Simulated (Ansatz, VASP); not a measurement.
**Ni in VASP and in Ansatz**

```
Ni
1.0
     2.51364    0.00000    0.00000
    -1.25682    2.17687    0.00000
     0.00000    0.00000    4.11604
Ni
2
Direct
  0.33333 0.66667 0.25000
  0.66667 0.33333 0.75000
```

Alike in both runs: functional RPBE; k mesh 14 × 14 × 8; occupations fermi-dirac, width 0.05 eV; collinear spin.

Ansatz relaxed the structure, and its values are those at the end. VASP's run is a single point on that final structure, the one shown.

|  | VASP | Ansatz |
| --- | --- | --- |
| version | VASP 6.6.1 | Ansatz 0.2.0 |
| potentials or method | VASP PAW PBE potentials, release 64 (Ni), cutoff 520 eV | plane waves (420 eV) with PAW, scalar-relativistic |
| valence electrons in the cell | 20 | 36 |

|  | VASP | Ansatz | Ansatz less VASP |
| --- | --- | --- | --- |
| pressure (GPa) | 0.1 | 0.0 | -0.08 |
| net moment per atom (μB) | 0.67 | 0.70 | +0.029 |
| size of the moment on the site where the two differ most (μB) | 0.68 | 0.74 | +0.055 |

VASP's potentials were made for PBE, not for RPBE. Site moments also hang on the region over which each program counts them. With one functional, cell and mesh, what is left measures potentials, basis and numerics. VASP's potentials hold 20 valence electrons a cell and Ansatz's 36, so a difference there can come from the potentials and not from the codes.
